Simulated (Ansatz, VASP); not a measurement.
# One calculation of ZnCu, two programs

Contents of INCAR:

```
SYSTEM = ZnCu
ALGO     = Normal         ! electronic algorithm
EDIFF    = 1E-6           ! SCF threshold, eV
ENCUT    = 600            ! plane-wave cutoff, eV
GGA      = PE             ! functional
GGA_COMPAT= .FALSE.      
ISIF     = 2              ! what is computed and relaxed
ISMEAR   = -5             ! smearing method
LASPH    = .TRUE.         ! aspherical terms in the spheres
LCHARG   = .FALSE.        ! write CHGCAR
LREAL    = .FALSE.        ! projectors in reciprocal space
LWAVE    = .FALSE.        ! write WAVECAR
NBANDS   = 18             ! bands
NELM     = 120            ! most SCF steps
PREC     = Accurate       ! precision mode
SIGMA    = 0.1            ! smearing width, eV
```

File KPOINTS:

```
k-points
0
G
  6 6 6
  0 0 0
```

POSCAR

```
ZnCu
1.0
    2.9205539200      0.0000000000      0.0000000000
    0.0000000000      2.9205539200      0.0000000000
    0.0000000000      0.0000000000      2.9205539200
Zn Cu
1 1
Direct
    0.5000000000      0.5000000000      0.5000000000
    0.0000000000      0.0000000000      0.0000000000
```

Input for Ansatz:

```yaml
crystal:
  lattice:
    - [2.92055392, 0.0, 0.0]
    - [0.0, 2.92055392, 0.0]
    - [0.0, 0.0, 2.92055392]
  atoms:
    - { symbol: Zn, position: [0.5, 0.5, 0.5] }
    - { symbol: Cu, position: [0.0, 0.0, 0.0] }
basis:
  ecutwfc: 420
kpoints:
  mp_grid: { grid: [6, 6, 6] }
hamiltonian:
  xc: pbe
scf:
  occupations: { method: tetrahedron }
output:
  forces: true
  stress: true
  eigenvalues: true
```

Alike in both runs: task single point; functional PBE; k mesh 6 × 6 × 6; occupations tetrahedron; no spin polarisation.

|  | VASP | Ansatz |
| --- | --- | --- |
| version | VASP 6.6.1 | Ansatz 0.2.0 |
| potentials or method | VASP PAW PBE potentials, release 64 (Zn, Cu), cutoff 600 eV | scalar-relativistic, plane waves, PAW |
| valence electrons in the cell | 23 | 31 |

```tsv
	VASP	Ansatz	Ansatz less VASP
gap on the k mesh at the Fermi level (eV)	none	none	-
pressure (GPa)	5.9	5.4	-0.50
```

A gap of «none» marks a metal or a gap that the smearing closes. VASP's potentials hold 23 valence electrons a cell and Ansatz's 31, so a difference there can come from the potentials and not from the codes. Ansatz's warnings: band table not solved further, tetrahedron derivatives may miss energy slope.
